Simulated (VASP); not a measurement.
SiC, 2 atoms in the cell. The structure is cubic, space group F-43m (No. 216). The conventional cell has a = 4.332 Å, b = 4.332 Å, c = 4.332 Å, α = 90.00°, β = 90.00°, γ = 90.00°. Si (site symmetry -43m) has 4 C at 1.88 Å within 2.5 Å. C (site symmetry -43m) has 4 Si at 1.88 Å within 2.5 Å. 

| Property | Result |
| --- | --- |
| Program | VASP 6.6.1 |
| Task | single point |
| Functional | PBEsol |
| Potentials or basis | VASP PAW PBE potentials, release 64 (Si, C) |
| Cutoff | 520 eV |
| k mesh | 10 × 10 × 10 |
| Occupations | gaussian, width 0.01 eV |
| Spin | no spin polarisation |
| Dipole correction | no |
| Further INCAR settings | ALGO = Normal; EDIFF = 1e-06; NBANDS = 11 |

Potentials or basis: VASP PAW PBE potentials, release 64 (Si, C).

The run is started by

```bash
$ cat potpaw_PBE.64/Si/POTCAR potpaw_PBE.64/C/POTCAR > POTCAR
$ mpirun -np 1 vasp_std > vasp.out
```

Hardware: 1 thread of AMD EPYC 7R43 64-Core Processor (Zen 3) (shared host).

Q: How long does it take, and how much memory?

A: Run time: 9.7 s on 1 thread of AMD EPYC 7R43 64-Core Processor (Zen 3), with other jobs on the host, peak memory 0.09 GiB. Counts: scf iterations 12, k points 47.
